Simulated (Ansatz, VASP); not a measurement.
BaTiO3 in VASP and in Ansatz

```
Ba Ti O
1.0
     2.84005    1.63971    2.33143
    -2.84005    1.63971    2.33143
     0.00000   -3.27941    2.33143
Ba Ti O
1 1 3
Direct
  0.99564 0.99564 0.99564
  0.51625 0.51625 0.51625
  0.48975 0.48975 0.98016
  0.48975 0.98016 0.48975
  0.98016 0.48975 0.48975
```

Change from the starting cell: all Ba atoms moved +0.050 Å, as atom 1 towards its neighbour atom 2 (Ti) at 3.403 Å.

Alike in both runs: task single point; functional r2SCAN; k mesh 6 × 6 × 6; occupations gaussian, width 0.05 eV; no spin polarisation.

```csv
,VASP,Ansatz
version,VASP 6.6.1,Ansatz 0.2.0
potentials or method,"VASP PAW PBE potentials, release 64 (Ba_sv, Ti_sv, O), cutoff 520 eV","scalar-relativistic, plane waves, PAW"
valence electrons in the cell,40,40
```

|  | VASP | Ansatz | Ansatz less VASP |
| --- | --- | --- | --- |
| gap on the k mesh at the Fermi level (eV) | 2.84 | 2.86 | +0.023 |
| least direct gap on the mesh (eV) | 3.30 | 3.28 | -0.017 |
| pressure (GPa) | 1.9 | 0.0 | -1.93 |
| traceless stress, the component that is largest in VASP (GPa) | -0.08 | 0.03 | +0.105 |
| rms of the force components (eV/Å) | 0.126 | 0.094 | -0.0320 |

VASP's potentials were made for PBE, not for r2SCAN. Atom by atom the forces differ by 0.065 eV/Å (rms over components). With one functional, cell and mesh, what is left measures potentials, basis and numerics.

Spin-orbit coupling is off throughout.
